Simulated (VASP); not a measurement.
Input of a VASP 6.6.1 run:

File INCAR:

```
ALGO = Normal
EDIFF = 1E-7
EDIFFG = -0.01
ENCUT = 600
GGA = RE
GGA_COMPAT = F
IBRION = 2
ISIF = 3
ISMEAR = -1
ISPIN = 2
LASPH = T
LCHARG = F
LMAXMIX = 4
LORBIT = 11
LREAL = F
LWAVE = F
MAGMOM = 1
NELM = 200
NELMIN = 4
NSW = 60
PREC = Accurate
SIGMA = 0.05
```

Contents of KPOINTS:

```
k-points
0
Gamma
  13 13 13
```

POSCAR

```
Ni
1.0
   -1.3837154700      1.3837154700      1.3837154700
    1.3837154700     -1.3837154700      1.3837154700
    1.3837154700      1.3837154700     -1.3837154700
Ni
1
Direct
    0.0000000000      0.0000000000      0.0000000000
```

Potentials or basis: VASP PAW PBE potentials, release 64 (Ni).

Command:

```sh
$ cat potpaw_PBE.64/Ni/POTCAR > POTCAR
$ mpirun -np 1 vasp_std > vasp.out
```

Question: Estimate the relaxed volume.

Answer: 11.24 Å³/atom.

Question: What does it give for the space group after relaxing (to 0.05 Å)?

Answer: Im-3m (No. 229).

Question: Predict the relaxed cell.

Answer: a = 2.444 Å, b = 2.444 Å, c = 2.444 Å, α = 109.47°, β = 109.47°, γ = 109.47°.

Question: Estimate the net moment.

Answer: 0.60 μB per cell.

The path:
```tsv
step	energy change (eV)	largest force (eV/Å)	pressure (GPa)	volume (Å³)
1	0.0000	0.0000	11.88	10.60
2	-0.0063	0.0000	-8.07	11.85
3	-0.0225	0.0000	-0.04	11.24
```

Caveat: the PAW data sets were made with another functional, which shifts forces and pressure a little.
